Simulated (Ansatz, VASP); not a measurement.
**One calculation of ZnO, two programs**

```
CELL_PARAMETERS angstrom
3.30974 0.00000 0.00000
-1.65487 2.86632 0.00000
0.00000 0.00000 7.17766
ATOMIC_POSITIONS crystal
Zn 0.00000 0.00000 0.25000
Zn 0.00000 0.00000 0.75000
O 0.66667 0.33333 0.75000
O 0.33333 0.66667 0.25000
```

Change from the starting cell: volume scaled by 1.02.

Alike in both runs: task single point; functional LDA; k mesh 9 × 9 × 4; occupations fermi-dirac, width 0.05 eV; no spin polarisation.

|  | VASP | Ansatz |
| --- | --- | --- |
| version | VASP 6.6.1 | Ansatz 0.2.0 |
| potentials or method | VASP PAW LDA potentials, release 64 (Zn, O), cutoff 520 eV | all-electron LAPW, scalar-relativistic |

```csv
,VASP,Ansatz,Ansatz less VASP
gap on the k mesh at the Fermi level (eV),0.76,0.76,+0.002
least direct gap on the mesh (eV),0.76,0.76,+0.002
pressure (GPa),-8.9,-9.5,-0.62
"traceless stress, the component that is largest in VASP (GPa)",7.09,7.78,+0.694
```

LDA's correlation is that of Perdew and Zunger in VASP and of Perdew and Wang (1992) in Ansatz. Ansatz ran all-electron here, and VASP with PAW potentials.
